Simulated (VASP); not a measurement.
YSi11O23 (a cell with a defect), 35 atoms in the cell. The cell holds a defect, 35 atoms: a = 7.454 Å, b = 7.454 Å, c = 10.042 Å, α = 70.32°, β = 70.32°, γ = 71.37°. 

```yaml
Program: VASP 6.6.1
Task: single point
Functional: PBE0
Potentials_or_basis: VASP PAW PBE potentials, release 64 (Si, O, Y_sv)
Cutoff: 520 eV
k_mesh: 1 × 1 × 1, shifted
Occupations: fermi-dirac, width 0.01 eV
Spin: no spin polarisation
Dipole_correction: no
Grid_for_exact_exchange_PRECFOCK: Fast
Charge: 1
Further_INCAR_settings: LREAL = Auto; ALGO = Normal; EDIFF = 1e-06; NBANDS = 120; NELECT = 192.0
Share_of_exact_exchange: 0.25
```

Potentials or basis: VASP PAW PBE potentials, release 64 (Si, O, Y_sv).

The run is started by

```bash
$ cat potpaw_PBE.64/Si/POTCAR potpaw_PBE.64/O/POTCAR potpaw_PBE.64/Y_sv/POTCAR > POTCAR
$ cp INCAR.step1 INCAR
$ mpirun -np 1 vasp_std > vasp.out
$ cp INCAR.step2 INCAR
$ mpirun -np 1 vasp_std > vasp.out
```

Hardware: 1 thread of Intel(R) Xeon(R) Platinum 8375C CPU @ 2.90GHz (Ice Lake), on a shared host.

Problem. How long does it take, and how much memory?

Solution. Run time: 12 min on 1 thread of Intel(R) Xeon(R) Platinum 8375C CPU @ 2.90GHz (Ice Lake), with other jobs on the host, peak memory 0.64 GiB. Counts: k points 1.
